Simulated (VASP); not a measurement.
# HC10 in VASP: further runs

Runs on HC10. Level: PBE. Tasks: single point.

All numbers are computed with VASP 6.6.1; they aren't measurements. Logs are shortened: lines on timing, memory, paths and dates and some standing lists are left out, and cuts for length are marked.

**1. The cell of the first run**

The cell holds a wire or tube with vacuum around it, 22 atoms: a = 8.544 Å, b = 8.872 Å, c = 22.779 Å, α = 90.00°, β = 90.00°, γ = 103.93°.

**2. Single point, PBE**

File INCAR:

```
ALGO = Normal
DIPOL = 0.5 0.5 0.294
EDIFF = 1E-6
ENCUT = 520
GGA = PE
IDIPOL = 3
ISIF = 2
ISMEAR = 0
LASPH = T
LCHARG = F
LDIPOL = T
LREAL = Auto
LWAVE = F
NBANDS = 58
NELM = 100
PREC = Accurate
SIGMA = 0.1
```

File KPOINTS:

```
k-points
0
Gamma
  4 3 1
```

File POSCAR:

```
HC10
1.0
    8.5436715410      0.0000000000      0.0000000000
   -2.1359178852      8.6110540228      0.0000000000
    0.0000000000      0.0000000000     22.7788015587
C H
20 2
Direct
    0.0782061927      0.9794914374      0.1756018634
    0.5782061927      0.9794914374      0.1756018634
    0.4115395260      0.9794914374      0.1756018634
    0.9115395260      0.9794914374      0.1756018634
    0.3230790520      0.9589828748      0.2291807119
    0.8230790520      0.9589828748      0.2291807119
    0.1564123854      0.9589828748      0.2291807119
    0.6564123854      0.9589828748      0.2291807119
    0.0669021191      0.9383827998      0.2826780623
    0.5669021191      0.9383827998      0.2826780623
    0.4022889535      0.9383826011      0.2826780666
    0.9022889535      0.9383826011      0.2826780666
    0.3111130358      0.9176686260      0.3364248459
    0.8111130358      0.9176686260      0.3364248459
    0.1477209834      0.9176686383      0.3364247639
    0.6477209834      0.9176686383      0.3364247639
    0.0473696299      0.8987954532      0.3853929922
    0.5473696299      0.8987954532      0.3853929922
    0.4020260968      0.8987947219      0.3853934781
    0.9020260968      0.8987947219      0.3853934781
    0.1755985266      0.2321282990      0.4191963509
    0.3920160224      0.2321282990      0.4191963509
```

Potentials or basis: VASP PAW PBE potentials, release 64 (C, H).

Started as:

```bash
cat potpaw_PBE.64/C/POTCAR potpaw_PBE.64/H/POTCAR > POTCAR
mpirun -np 1 vasp_std > vasp.out
```

OUTCAR:

```text
EDIFF = 1E-6
   ENCUT = 520
   GGA = PE
   ISIF = 2
   ISMEAR = 0
   LASPH = T
   LREAL = Auto
   NELM = 100
   PREC = Accurate

 ion  position               nearest neighbor table
   1  0.078  0.979  0.176-   7 1.42   4 1.42
   2  0.578  0.979  0.176-   8 1.42   3 1.42
   3  0.412  0.979  0.176-   5 1.42   2 1.42
   4  0.912  0.979  0.176-   6 1.42   1 1.42
   5  0.323  0.959  0.229-   7 1.42   3 1.42  11 1.43
   6  0.823  0.959  0.229-   8 1.42   4 1.42  12 1.43
   7  0.156  0.959  0.229-   5 1.42   1 1.42   9 1.43
   8  0.656  0.959  0.229-   6 1.42   2 1.42  10 1.43
   9  0.067  0.938  0.283-  12 1.41   7 1.43  15 1.44
  10  0.567  0.938  0.283-  11 1.41   8 1.43  16 1.44
  11  0.402  0.938  0.283-  10 1.41   5 1.43  13 1.44
  12  0.902  0.938  0.283-   9 1.41   6 1.43  14 1.44
  13  0.311  0.918  0.336-  19 1.39  15 1.40  11 1.44
  14  0.811  0.918  0.336-  20 1.39  16 1.40  12 1.44
  15  0.148  0.918  0.336-  17 1.39  13 1.40   9 1.44
  16  0.648  0.918  0.336-  18 1.39  14 1.40  10 1.44
  17  0.047  0.899  0.385-  20 1.24  15 1.39
  18  0.547  0.899  0.385-  19 1.24  16 1.39
  19  0.402  0.899  0.385-  18 1.24  13 1.39
  20  0.902  0.899  0.385-  17 1.24  14 1.39
  21  0.176  0.232  0.419-
  22  0.392  0.232  0.419-

  LATTYP: Found a simple monoclinic cell.
 ALAT       =     8.5436715410
 B/A-ratio  =     2.6661607307
 C/A-ratio  =     1.0384295168
 COS(beta)  =    -0.2407481644

  Lattice vectors:

 A1 = (   8.5436715410,   0.0000000000,   0.0000000000)
 A2 = (   0.0000000000,   0.0000000000, -22.7788015587)
 A3 = (  -2.1359178852,   8.6110540228,   0.0000000000)

Analysis of symmetry for initial positions (statically):
=====================================================================
 Subroutine PRICEL returns:
 Original cell was already a primitive cell.

 Routine SETGRP: Setting up the symmetry group for a
 simple monoclinic supercell.

 Subroutine GETGRP returns: Found  1 space group operations
 (whereof  1 operations were pure point group operations)
 out of a pool of  4 trial point group operations.

The static configuration has the point symmetry C_1 .

Analysis of symmetry for dynamics (positions and initial velocities):
=====================================================================
 Subroutine PRICEL returns:
 Original cell was already a primitive cell.

 Routine SETGRP: Setting up the symmetry group for a
 simple monoclinic supercell.

 Subroutine GETGRP returns: Found  1 space group operations
 (whereof  1 operations were pure point group operations)
 out of a pool of  4 trial point group operations.

The dynamic configuration has the point symmetry C_1 .

 Subroutine INISYM returns: Found  1 space group operations
 (whereof  1 operations are pure point group operations),
 and found     1 'primitive' translations

----------------------------------------------------------------------------------------

                                     Primitive cell

  volume of cell :    1675.8368

  direct lattice vectors                    reciprocal lattice vectors
     8.543671541  0.000000000  0.000000000     0.117045698  0.029032451  0.000000000
    -2.135917885  8.611054023  0.000000000     0.000000000  0.116129802  0.000000000
     0.000000000  0.000000000 22.778801559     0.000000000  0.000000000  0.043900466

  length of vectors
     8.543671541  8.872000710 22.778801559     0.120592614  0.116129802  0.043900466

  position of ions in fractional coordinates (direct lattice)
     0.078206193  0.979491437  0.175601863
     0.578206193  0.979491437  0.175601863
     0.411539526  0.979491437  0.175601863
     0.911539526  0.979491437  0.175601863
     0.323079052  0.958982875  0.229180712
     0.823079052  0.958982875  0.229180712
[... 14 lines left out ...]
     0.175598527  0.232128299  0.419196351
     0.392016022  0.232128299  0.419196351

  ion indices of the primitive-cell ions
   primitive index   ion index
                 1           1
                 2           2
                 3           3
                 4           4
                 5           5
                 6           6
[... 14 lines left out ...]
                21          21
                22          22

----------------------------------------------------------------------------------------

 KPOINTS: k-points

Automatic generation of k-mesh.
 Grid dimensions read from file:
 generate k-points for:    4    3    1

 Generating k-lattice:

  Cartesian coordinates                     Fractional coordinates (reciprocal lattice)
     0.029261425  0.007258113  0.000000000     0.250000000 -0.000000000  0.000000000
     0.000000000  0.038709934  0.000000000     0.000000000  0.333333333  0.000000000
     0.000000000  0.000000000  0.043900466     0.000000000  0.000000000  1.000000000

  Length of vectors
     0.030148154  0.038709934  0.043900466

  Shift w.r.t. Gamma in fractional coordinates (k-lattice)
     0.000000000  0.000000000  0.000000000

[... 42 lines left out ...]
   PSTRESS=    0.0 pullay stress
   NELECT =      82.0000    total number of electrons
   NUPDOWN=      -1.0000    fix difference up-down
   EMIN   =  10.00;   EMAX   =-10.00  energy-range for DOS
   EFERMI =   0.00;   METHOD = LEGACY
   ISMEAR =     0;   SIGMA  =   0.10  broadening in eV -4-tet -1-fermi 0-gaus
   EFERMI_NEDOS =   21; number of points for ismear=-14 and -15
   IALGO  =     38    algorithm
   IMIX   =      4    mixing-type and parameters
     AMIX     =   0.40;   BMIX     =  1.00
     AMIX_MAG =   1.60;   BMIX_MAG =  1.00
  volume/ion in A,a.u.               =      76.17       514.05
  Fermi-wavevector in a.u.,A,eV,Ry     =   0.598782  1.131534  4.878234  0.358540
  Thomas-Fermi vector in A             =   1.650017
   LORBIT       =      0    0 simple, 1 ext, 2 COOP (PROOUT), +10 PAW based schemes
   GGA     = PE    functional components
   LHFCALC =     F    Hartree Fock is set to
   AEXX    =    0.0000 exact exchange contribution
   IVDW    =     0    specifies the selected vdW correction
   LEPSILON=     F    determine dielectric tensor
   LRPA    =     F    only Hartree local field effects (RPA)
 non-spin polarized calculation
 Gauss-broadening in eV      SIGMA  =   0.10
  energy-cutoff  :      520.00
  volume of cell :     1675.84
 maximum number of plane-waves:     45188
   NGX = 31   NGY = 33   NGZ = 85

 number of electron      82.0000000 magnetization

 dipolmoment           0.000000      0.000000     -0.243395 electrons x Angstroem

 Free energy of the ion-electron system (eV)
  ---------------------------------------------------
  ext. energy  EPLUGINS =         0.00000000
  ---------------------------------------------------
  free energy    TOTEN  =      -168.00268760 eV

  energy without entropy =     -167.99543864  energy(sigma->0) =     -167.99906312

 E-fermi :  -4.7277     XC(G=0):  -1.9260

 val. band max:       -4.8480224941   @ k =   0.0000   0.0000   0.0000
 cond. band min:      -4.5862779544   @ k =  -0.2500   0.3333   0.0000
 fundamental gap:      0.2617445397
 Fermi energy:        -4.7276703935

 k-point     1 :       0.0000    0.0000    0.0000
  band No.  band energies     occupation
      1     -23.1788      2.00000
      2     -21.8905      2.00000
      3     -21.6147      2.00000
      4     -21.3664      2.00000
      5     -20.1915      2.00000
      6     -19.7647      2.00000
[... 45 lines left out ...]
     52      -0.1715      0.00000
     53       0.4587      0.00000

 k-point     2 :       0.2500    0.0000    0.0000
  band No.  band energies     occupation
      1     -23.0892      2.00000
      2     -22.3820      2.00000
      3     -21.2827      2.00000
      4     -20.9955      2.00000
      5     -20.5519      2.00000
      6     -19.2362      2.00000
[... 45 lines left out ...]
     52      -0.0250      0.00000
     53       0.6053      0.00000
[... 222 lines left out ...]
     52      -0.6071      0.00000
     53       0.4526      0.00000

 k-point     7 :      -0.2500    0.3333    0.0000
  band No.  band energies     occupation
      1     -23.0892      2.00000
      2     -22.3820      2.00000
      3     -21.2827      2.00000
      4     -20.9955      2.00000
      5     -20.5518      2.00000
      6     -19.2361      2.00000
[... 45 lines left out ...]
     52       0.1441      0.00000
     53       0.7138      0.00000
 [bands above 53 left out]

------------------------ aborting loop because EDIFF is reached ----------------------------------------

 vacuum level on the upper side and lower side of the slab       (xc-potential included)        -0.359         0.243

  FORCE on cell =-STRESS in cart. coord.  units (eV):
  Direction    XX          YY          ZZ          XY          YZ          ZX
  --------------------------------------------------------------------------------------
  -------------------------------------------------------------------------------------
  Total       -7.9809822     -0.3909127     -5.0830047      0.0490220      0.7217329      0.0434450
  in kB       -7.6301872     -0.3737306     -4.8595870      0.0468673      0.6900100      0.0415354
  external PRESSURE =      -4.2878349 kB  Pullay stress =       0.0000000 kB

 VOLUME and BASIS-vectors are now :
 -----------------------------------------------------------------------------
  energy-cutoff  :      520.00
  volume of cell :     1675.84
      direct lattice vectors                 reciprocal lattice vectors
     8.543671541  0.000000000  0.000000000     0.117045698  0.029032451  0.000000000
    -2.135917885  8.611054023  0.000000000     0.000000000  0.116129802  0.000000000
     0.000000000  0.000000000 22.778801559     0.000000000  0.000000000  0.043900466

 POSITION                                       TOTAL-FORCE (eV/Angst)
 -----------------------------------------------------------------------------------
     -1.42395      8.43445      4.00000        -6.816251     -0.158239      1.122177
      2.84789      8.43445      4.00000        -6.816036     -0.160586      1.121139
      1.42395      8.43445      4.00000         6.817113     -0.160937      1.121926
      5.69578      8.43445      4.00000         6.813243     -0.162397      1.123412
      0.71197      8.25785      5.22046        -0.454165      0.166162     -1.153175
      4.98381      8.25785      5.22046        -0.444502      0.167359     -1.159194
[... 14 lines left out ...]
      1.00445      1.99887      9.54879         2.951026     -0.033038      0.000053
      2.85345      1.99887      9.54879        -2.930189     -0.019105     -0.001486
 -----------------------------------------------------------------------------------
    total drift:                               -0.025670     -0.001054      0.048240

  FREE ENERGIE OF THE ION-ELECTRON SYSTEM (eV)
  ---------------------------------------------------
  free  energy   TOTEN  =      -168.0026876015 eV

  energy  without entropy=     -167.9954386428  energy(sigma->0) =     -167.99906312

 vacuum level on the upper side and lower side of the slab         0.796         1.399
```

Run time: 22 min. Hardware: 1 thread of Intel Xeon 6975P-C (Granite Rapids), shared host; peak memory 1.6 GiB.

What came out:

* Free energy: -168.0027 eV
* Largest force: 6.911 eV/Å
* Band gap on the k mesh: 0.26 eV (least direct gap 0.37 eV)

Forces on the atoms (eV/Å):
```
C   -6.816 -0.158  1.122
C   -6.816 -0.161  1.121
C    6.817 -0.161  1.122
C    6.813 -0.162  1.123
C   -0.454  0.166 -1.153
C   -0.445  0.167 -1.159
C    0.460  0.164 -1.156
C    0.451  0.166 -1.158
C   -0.005  0.003 -0.001
C   -0.018  0.010 -0.017
C    0.018  0.008 -0.013
C    0.019  0.013 -0.015
C   -0.152 -0.023 -0.006
C   -0.062 -0.026  0.022
C    0.129 -0.035 -0.007
C    0.053 -0.017  0.033
C    0.026  0.049  0.020
C    0.051  0.002  0.029
C   -0.024  0.049  0.051
C   -0.066 -0.001  0.043
H    2.951 -0.033  0.000
H   -2.930 -0.019 -0.001
```

**3. Single point, PBE**

File INCAR:

```
PREC = Accurate
ENCUT = 520
EDIFF = 1E-6
ISMEAR = 0
SIGMA = 0.1
LREAL = Auto
LASPH = T
NELM = 80
ALGO = Normal
ISIF = 2
LWAVE = F
LCHARG = T
LDIPOL = T
IDIPOL = 3
DIPOL = 0.5 0.5 0.297
GGA = PE
LELF = T
LVHAR = T
LVACPOTAV = T
NBANDS = 58
```

File KPOINTS:

```
Automatic mesh
0
Gamma
  4 3 1
```

Edit POSCAR of step 2 so:

```diff
@@ -28,3 +28,3 @@
     0.9020260968      0.8987947219      0.3853934781
-    0.1755985266      0.2321282990      0.4191963509
-    0.3920160224      0.2321282990      0.4191963509
+    0.2399151377      0.2321282990      0.4472926491
+    0.3276994113      0.2321282990      0.4472926491
```

Potentials or basis: VASP PAW PBE potentials, release 64 (C, H).

Started as:

```bash
cat potpaw_PBE.64/C/POTCAR potpaw_PBE.64/H/POTCAR > POTCAR
mpirun -np 1 vasp_std > vasp.out
```

Run time: 68 min. Hardware: 1 thread of Intel Xeon 8259CL, shared host; peak memory 1.6 GiB.

The run converged. Its results:

```yaml
Free_energy: -172.1189 eV
Largest_force: 6.912 eV/Å
Band_gap_on_the_k_mesh: 0.26 eV (least direct gap 0.36 eV)
```

Forces in eV/Å, atoms in the order of the input:
```
C   -6.819 -0.158  1.122
C   -6.818 -0.159  1.122
C    6.818 -0.161  1.123
C    6.818 -0.161  1.123
C   -0.451  0.165 -1.157
C   -0.449  0.166 -1.158
C    0.456  0.164 -1.158
C    0.455  0.165 -1.159
C   -0.012  0.003 -0.012
C   -0.012  0.003 -0.014
C    0.020  0.007 -0.014
C    0.018  0.007 -0.016
C   -0.098 -0.009  0.018
C   -0.087 -0.009  0.014
C    0.087 -0.005  0.019
C    0.079 -0.003  0.014
C   -0.017 -0.006  0.020
C   -0.010 -0.003  0.039
C    0.010 -0.005  0.032
C    0.007 -0.007  0.046
H   -0.003  0.001 -0.001
H    0.010  0.005  0.000
```

Levels at points of the mesh, in eV from the valence-band top:
```tsv
k point	band 37	band 38	band 39	band 40	band 41	band 42	band 43	band 44	band 45	band 46
(0.00, 0.00, 0.00)	-1.40	-1.10	-0.83	-0.73	0.00	0.65	1.06	1.20	1.34	2.10
(0.50, 0.00, 0.00)	-1.75	-1.02	-1.02	-1.00	-1.00	0.75	0.75	1.69	1.70	2.95
```

**4. Single point, PBE**

File INCAR:

```
PREC     = Accurate       # precision mode
ENCUT    = 520            # plane-wave cutoff, eV
EDIFF    = 1E-6           # SCF threshold, eV
ISMEAR   = 0              # smearing method
SIGMA    = 0.1            # smearing width, eV
LREAL    = Auto         
LASPH    = T              # aspherical terms in the spheres
NELM     = 100            # most SCF steps
ALGO     = Normal         # electronic algorithm
ISIF     = 2              # what is computed and relaxed
LWAVE    = F              # write WAVECAR
LCHARG   = F              # write CHGCAR
LDIPOL   = T            
IDIPOL   = 3            
DIPOL    = 0.5 0.5 0.306
GGA      = PE             # functional
NBANDS   = 58             # bands
```

File KPOINTS:

```
regular mesh
0
Gamma
  4 3 1
```

Edit POSCAR of step 3 so:

```diff
@@ -28,3 +28,3 @@
     0.9020260968      0.8987947219      0.3853934781
-    0.2399151377      0.2321282990      0.4472926491
-    0.3276994113      0.2321282990      0.4472926491
+    0.2300247762      0.2321282990      0.5434346693
+    0.3375897728      0.2321282990      0.5434346693
```

Started as:

```bash
cat potpaw_PBE.64/C/POTCAR potpaw_PBE.64/H/POTCAR > POTCAR
mpirun -np 1 vasp_std > vasp.out
```

Wall time 18 min (1 thread of Intel Xeon 6975P-C (Granite Rapids), shared host); peak memory 1.6 GiB.

Results (log left out):

```yaml
Free_energy: -171.7594 eV
Largest_force: 6.912 eV/Å
Band_gap_on_the_k_mesh: 0.26 eV (least direct gap 0.36 eV)
```

Forces on the atoms (eV/Å):
```
C   -6.819 -0.159  1.122
C   -6.819 -0.159  1.122
C    6.818 -0.161  1.123
C    6.818 -0.161  1.123
C   -0.450  0.165 -1.158
C   -0.450  0.166 -1.158
C    0.456  0.164 -1.159
C    0.455  0.165 -1.159
C   -0.013  0.002 -0.013
C   -0.012  0.002 -0.014
C    0.020  0.006 -0.015
C    0.019  0.006 -0.016
C   -0.091 -0.007  0.018
C   -0.088 -0.007  0.015
C    0.081 -0.002  0.017
C    0.079 -0.002  0.014
C   -0.013 -0.002  0.031
C   -0.012 -0.003  0.037
C    0.009 -0.005  0.035
C    0.008 -0.006  0.041
H    3.535 -0.002 -0.004
H   -3.533 -0.001 -0.004
```

Levels at points of the mesh, in eV from the valence-band top:
```tsv
k point	band 39	band 40	band 41	band 42	band 43	band 44
(0.00, 0.00, 0.00)	-0.83	-0.73	0.00	0.66	1.06	1.20
(0.50, 0.00, 0.00)	-1.02	-1.00	-1.00	0.75	0.75	1.70
```

**5. Single point, PBE**

File INCAR:

```
ALGO     = Normal         # electronic algorithm
DIPOL    = 0.5 0.5 0.298
EDIFF    = 1E-7           # SCF threshold, eV
ENCUT    = 520            # plane-wave cutoff, eV
GGA      = PE             # functional
IDIPOL   = 3            
ISIF     = 2              # what is computed and relaxed
ISMEAR   = 0              # smearing method
LASPH    = T              # aspherical terms in the spheres
LCHARG   = F              # write CHGCAR
LDIPOL   = T            
LREAL    = Auto         
LWAVE    = F              # write WAVECAR
NBANDS   = 58             # bands
NELM     = 60             # most SCF steps
PREC     = Accurate       # precision mode
SIGMA    = 0.1            # smearing width, eV
```

File KPOINTS:

```
k-points
0
Gamma
  4 3 1
```

Edit POSCAR of step 4 so:

```diff
@@ -28,3 +28,3 @@
     0.9020260968      0.8987947219      0.3853934781
-    0.2300247762      0.2321282990      0.5434346693
-    0.3375897728      0.2321282990      0.5434346693
+    0.2300247762      0.2321282990      0.4613407981
+    0.3375897728      0.2321282990      0.4613407981
```

Started as:

```bash
cat potpaw_PBE.64/C/POTCAR potpaw_PBE.64/H/POTCAR > POTCAR
mpirun -np 1 vasp_std > vasp.out
```

Wall time 28 min (1 thread of AMD EPYC 9R45 (Zen 5), shared host); peak memory 1.6 GiB.

Results (log left out):

* Free energy: -171.7678 eV
* Largest force: 6.912 eV/Å
* Band gap on the k mesh: 0.26 eV (least direct gap 0.36 eV)

Forces on the atoms (eV/Å):
```
C   -6.819 -0.158  1.122
C   -6.818 -0.160  1.122
C    6.818 -0.160  1.123
C    6.818 -0.162  1.123
C   -0.451  0.165 -1.157
C   -0.449  0.166 -1.158
C    0.456  0.164 -1.158
C    0.455  0.165 -1.159
C   -0.012  0.003 -0.012
C   -0.012  0.003 -0.014
C    0.020  0.007 -0.014
C    0.018  0.007 -0.016
C   -0.098 -0.008  0.018
C   -0.087 -0.009  0.013
C    0.087 -0.003  0.019
C    0.078 -0.003  0.013
C   -0.016 -0.003  0.021
C   -0.009 -0.003  0.040
C    0.010 -0.004  0.032
C    0.006 -0.006  0.047
H    3.529 -0.002 -0.004
H   -3.524  0.001 -0.002
```

Levels at points of the mesh, in eV from the valence-band top:
```csv
k point,band 37,band 38,band 39,band 40,band 41,band 42,band 43,band 44,band 45,band 46
"(0.00, 0.00, 0.00)",-1.40,-1.10,-0.83,-0.73,0.00,0.65,1.06,1.20,1.34,2.10
"(0.50, 0.00, 0.00)",-1.75,-1.02,-1.02,-1.00,-1.00,0.75,0.75,1.69,1.70,2.95
```

**6. Summary**

| cell | gap on the mesh (eV) | largest force (eV/Å) |
| --- | --- | --- |
| as given, atomic positions A | 0.26 | 6.91 |
| as given, atomic positions B | 0.26 | 6.91 |
| as given, atomic positions C | 0.26 | 6.91 |
| as given, atomic positions D | 0.26 | 6.91 |

Alike in all rows: task single point; level PBE; potentials or basis VASP PAW PBE potentials, release 64 (C, H); no spin polarisation; k mesh 4 × 3 × 1; cutoff (eV) 520; smearing gaussian 0.1 eV.

Total energies depend on the potentials used, so only differences within one code and one set of settings carry meaning.
